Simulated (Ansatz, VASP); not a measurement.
**One calculation of WS, two programs**

```
CELL_PARAMETERS angstrom
3.00807 0.00000 0.00000
0.00000 3.00807 0.00000
0.00000 0.00000 3.00807
ATOMIC_POSITIONS crystal
W 0.00000 0.00000 0.00000
S 0.50000 0.50000 0.50000
```

Alike in both runs: task single point; functional PBE; k mesh 14 × 14 × 14; occupations gaussian, width 0.1 eV; collinear spin.

|  | VASP | Ansatz |
| --- | --- | --- |
| version | VASP 6.6.1 | Ansatz 0.2.0 |
| potentials or method | VASP PAW PBE potentials, release 64 (W_sv, S), cutoff 520 eV | scalar-relativistic, plane waves, PAW |
| valence electrons in the cell | 20 | 20 |

```tsv
	VASP	Ansatz	Ansatz less VASP
gap on the k mesh at the Fermi level (eV)	none	none	-
pressure (GPa)	0.4	0.0	-0.40
net moment per atom (μB)	0.00	0.00	0.000
```

A gap of «none» marks a metal or a gap that the smearing closes. The functional is the same, so the differences come from potentials, cutoffs and numerics. Ansatz's warnings: seeded moment not kept.

Spin-orbit coupling is off throughout.
